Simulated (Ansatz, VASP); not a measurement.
CdSe in VASP and in Ansatz

Contents of POSCAR:

```
CdSe
1.0
    0.0000000000      3.0702711986      3.0702711986
    3.0702711986      0.0000000000      3.0702711986
    3.0702711986      3.0702711986      0.0000000000
Cd Se
1 1
Direct
    0.0000000000      0.0000000000      0.0000000000
    0.2500000000      0.2500000000      0.2500000000
```

File INCAR.step1:

```
SYSTEM = CdSe
PREC = Accurate ; ENCUT = 520
EDIFF = 1E-5 ; ISMEAR = -1
SIGMA = 0.05 ; LREAL = .False.
LASPH = .True. ; NELM = 80
ALGO = Normal ; ISIF = 2
LWAVE = .True. ; LCHARG = .False.
NBANDS = 16 ; GGA = PE
```

File INCAR.step2:

```
SYSTEM = CdSe
PREC = Accurate ; ENCUT = 520
EDIFF = 1E-7 ; ISMEAR = -1
SIGMA = 0.05 ; LREAL = .False.
LASPH = .True. ; NELM = 80
ALGO = Normal ; ISIF = 2
LWAVE = .False. ; LCHARG = .False.
GGA = PE ; LHFCALC = .True.
AEXX = 1.0 ; ALDAC = 0.0
AGGAC = 0.0 ; PRECFOCK = Normal
NBANDS = 16 ; ISTART = 1
```

File KPOINTS:

```
Automatic mesh
0
Gamma
  4 4 4
  0 0 0
```

Contents of input.yaml:

```yaml
crystal:
  lattice:
    - [0.0, 3.0702711986, 3.0702711986]
    - [3.0702711986, 0.0, 3.0702711986]
    - [3.0702711986, 3.0702711986, 0.0]
  atoms:
    - { symbol: Cd, position: [0.0, 0.0, 0.0] }
    - { symbol: Se, position: [0.25, 0.25, 0.25] }
hamiltonian:
  xc: hf
  pseudopotentials: { kind: paw }
kpoints:
  mp_grid: { grid: [4, 4, 4] }
  band_path:
    path:
      - [[0.0, 0.0, 0.0], [0.5, 0.0, 0.5], [0.5, 0.25, 0.75], [0.375, 0.375, 0.75], [0.0, 0.0, 0.0], [0.5, 0.5, 0.5], [0.625, 0.25, 0.625], [0.5, 0.25, 0.75], [0.5, 0.5, 0.5], [0.375, 0.375, 0.75]]
      - [[0.625, 0.25, 0.625], [0.5, 0.0, 0.5]]
    npoints: 4
scf:
  occupations: { method: fermi_dirac, width: 0.05 }
  n_extra_bands: 6
output:
  forces: true
  stress: true
  eigenvalues: true
  fatbands: false
  write_density: true
  write_potential: true
  elf: true
  volumetric_format: npy
```

Alike in both runs: functional HF; k mesh 4 × 4 × 4; occupations fermi-dirac, width 0.05 eV; no spin polarisation.

|  | VASP | Ansatz |
| --- | --- | --- |
| version | VASP 6.6.1 | Ansatz 0.2.0 |
| potentials or method | VASP PAW PBE potentials, release 64 (Cd, Se) | Ansatz PAW |
| plane-wave cutoff (eV) | 520 | 420 |
| valence electrons in the cell | 18 | 36 |
| task | single point | band structure |

```tsv
	VASP	Ansatz	Ansatz less VASP
gap on the k mesh at the Fermi level (eV)	7.71	7.59	-0.119
least direct gap on the mesh (eV)	7.71	7.59	-0.119
pressure (GPa)	3.8	4.4	+0.61
```

VASP's potentials were made for PBE, not for HF. With one functional, cell and mesh, what is left measures potentials, basis and numerics. VASP's potentials hold 18 valence electrons a cell and Ansatz's 36, so a difference there can come from the potentials and not from the codes.

The k mesh is coarse, so the values compare programs but aren't converged.
